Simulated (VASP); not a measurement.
A run of VASP 6.6.1:

INCAR

```
ALGO = Fast
EDIFF = 1E-6
ENCUT = 520
GGA = PE
ISIF = 2
ISMEAR = 0
LASPH = T
LCHARG = T
LELF = T
LREAL = F
LVHAR = T
LWAVE = F
NBANDS = 32
NELM = 80
PREC = Accurate
SIGMA = 0.1
```

Contents of KPOINTS:

```
k-points
0
Gamma
  10 10 10
```

POSCAR

```
Y3Ge
1.0
    4.6947030734      0.0000000000      0.0000000000
    0.0000000000      4.6947030734      0.0000000000
    0.0000000000      0.0000000000      4.6947030734
Y Ge
3 1
Direct
    0.0000000000      0.5000000000      0.5000000000
    0.5000000000      0.0000000000      0.5000000000
    0.5000000000      0.5000000000      0.0000000000
    0.0000000000      0.0000000000      0.0000000000
```

Potentials or basis: VASP PAW PBE potentials, release 64 (Y_sv, Ge_d).

The run is started by

```sh
$ cat potpaw_PBE.64/Y_sv/POTCAR potpaw_PBE.64/Ge_d/POTCAR > POTCAR
$ mpirun -np 1 vasp_std > vasp.out
```

Hardware: 1 thread of Oxide Virtual Turin-like Processor, on a shared host.

Estimate the wall time of this run.

Run time: 9.4 min on 1 thread of Oxide Virtual Turin-like Processor, on a shared host, peak memory 0.3 GiB. Counts: scf iterations 43, k points 56.
